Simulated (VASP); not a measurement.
Here is a VASP 6.6.1 calculation.

The input INCAR:

```
SYSTEM = ErBe
ALGO     = Normal         ! electronic algorithm
EDIFF    = 1E-6           ! SCF threshold, eV
ENCUT    = 600            ! plane-wave cutoff, eV
GGA      = PE             ! functional
GGA_COMPAT= .False.      
ISIF     = 2              ! what is computed and relaxed
ISMEAR   = 0              ! smearing method
LASPH    = .True.         ! aspherical terms in the spheres
LCHARG   = .True.         ! write CHGCAR
LELF     = .True.         ! ELF
LMAXMIX  = 6              ! l up to which the mixer works
LREAL    = .False.        ! projectors in reciprocal space
LVHAR    = .True.       
LWAVE    = .False.        ! write WAVECAR
NBANDS   = 12             ! bands
NELM     = 200            ! most SCF steps
PREC     = Accurate       ! precision mode
SIGMA    = 0.1            ! smearing width, eV
```

File KPOINTS:

```
k-points
0
Gamma
  14 14 14
  0 0 0
```

POSCAR

```
ErBe
1.0
    3.4022273169      0.0000000000      0.0000000000
    0.0000000000      3.4022273169      0.0000000000
    0.0000000000      0.0000000000      3.4022273169
Er Be
1 1
Direct
    0.5000000000      0.5000000000      0.5000000000
    0.0000000000      0.0000000000      0.0000000000
```

Potentials or basis: VASP PAW PBE potentials, release 64 (Er_3, Be), 4f in core.

Run with:

```sh
$ cat potpaw_PBE.64/Er_3/POTCAR potpaw_PBE.64/Be/POTCAR > POTCAR
$ mpirun -np 1 vasp_std > vasp.out
```

Question: Predict the pressure.

Answer: -1.5 GPa.

Question: Predict the band gap on the k mesh.

Answer: Zero (an odd number of electrons rules out a gap without spin polarisation).

Caveat: spin-orbit coupling is left out, which moves the levels of the heavy elements; the 4f electrons are frozen in the core, so they carry no moment and show no levels. Spin polarisation is off, so any magnetic state and its effect on volume and gap are missing.
